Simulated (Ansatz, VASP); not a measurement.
# Ga: VASP beside Ansatz

File INCAR:

```
SYSTEM = Ga
PREC = Accurate
ENCUT = 520
EDIFF = 1E-7
ISMEAR = -1
SIGMA = 0.03
LREAL = .False.
LASPH = .True.
NELM = 60
ALGO = Normal
ISIF = 2
LWAVE = .False.
LCHARG = .True.
GGA = PS
LELF = .True.
LVHAR = .True.
NBANDS = 20
```

The input KPOINTS:

```
Automatic mesh
0
Gamma
  14 14 11
  0 0 0
```

Contents of POSCAR:

```
Ga
1.0
    1.3737178411     -3.9994756958      0.0000000000
    1.3737178411      3.9994756958      0.0000000000
   -0.1166617212      0.0000000000      3.3075808031
Ga
2
Direct
    0.8690000000      0.1310000000      0.2500000000
    0.1310000000      0.8690000000      0.7500000000
```

Input for Ansatz:

```yaml
crystal:
  lattice:
    - [1.3737178411, -3.9994756958, 0.0]
    - [1.3737178411, 3.9994756958, 0.0]
    - [-0.1166617212, 0.0, 3.3075808031]
  atoms:
    - { symbol: Ga, position: [0.869, 0.131, 0.25] }
    - { symbol: Ga, position: [0.131, 0.869, 0.75] }
kpoints:
  mp_grid: { grid: [14, 14, 11] }
  band_path:
    path:
      - [0.0, 0.0, 0.0]
      - [-0.5, 0.5, 0.0]
      - [-0.5, 0.5, 0.5]
      - [0.0, 0.0, 0.5]
      - [0.0, 0.0, 0.0]
      - [-0.5, 0.0, 0.5]
      - [0.0, 0.0, 0.0]
      - [-0.5, 0.0, 0.0]
    npoints: 5
scf:
  occupations: { method: fermi_dirac, width: 0.03 }
hamiltonian:
  xc: pbesol
  pseudopotentials: { kind: all_electron, lapw: { basis_error: 0.0005 } }
output:
  forces: true
  stress: true
  eigenvalues: true
```

Change from the starting cell: volume scaled by 0.98.

Alike in both runs: task single point; functional PBEsol; k mesh 14 × 14 × 11; occupations fermi-dirac, width 0.03 eV; no spin polarisation.

|  | VASP | Ansatz |
| --- | --- | --- |
| version | VASP 6.6.1 | Ansatz 0.2.0 |
| potentials or method | VASP PAW PBE potentials, release 64 (Ga_d), cutoff 520 eV | all-electron LAPW, scalar-relativistic |

```tsv
	VASP	Ansatz	Ansatz less VASP
pressure (GPa)	-0.7	-0.7	-0.04
traceless stress, the component that is largest in VASP (GPa)	-0.12	-0.12	0.000
rms of the force components (eV/Å)	0.111	0.111	+0.0002
```

VASP's potentials were made for PBE, not for PBEsol. Atom by atom the forces differ by 0.000 eV/Å (rms over components). Ansatz ran all-electron here, and VASP with PAW potentials.
